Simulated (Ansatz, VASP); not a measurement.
## One calculation of CdTe, two programs

```
Cd Te
1.0
     0.00000    3.38525    3.38525
     3.38525    0.00000    3.38525
     3.38525    3.38525    0.00000
Cd Te
1 1
Direct
  0.00000 0.00000 0.00000
  0.25000 0.25000 0.25000
```

Alike in both runs: task single point; functional LDA; k mesh 10 × 10 × 10; occupations gaussian, width 0.02 eV; no spin polarisation.

|  | VASP | Ansatz |
| --- | --- | --- |
| version | VASP 6.6.1 | Ansatz 0.2.0 |
| potentials or method | VASP PAW LDA potentials, release 64 (Cd, Te), cutoff 520 eV | scalar-relativistic, plane waves, PAW |
| valence electrons in the cell | 18 | 36 |

VASP gave:

- gap on the k mesh at the Fermi level (eV): 0.17
- pressure (GPa): -5.0

Q: Which values does Ansatz return?

A: gap on the k mesh at the Fermi level (eV): 0.14; pressure (GPa): -5.1.

LDA's correlation is that of Perdew and Zunger in VASP and of Perdew and Wang (1992) in Ansatz. VASP's potentials hold 18 valence electrons a cell and Ansatz's 36, so a difference there can come from the potentials and not from the codes. Ansatz's warnings: stress scf threshold loose.

Neither program's run includes spin-orbit coupling.
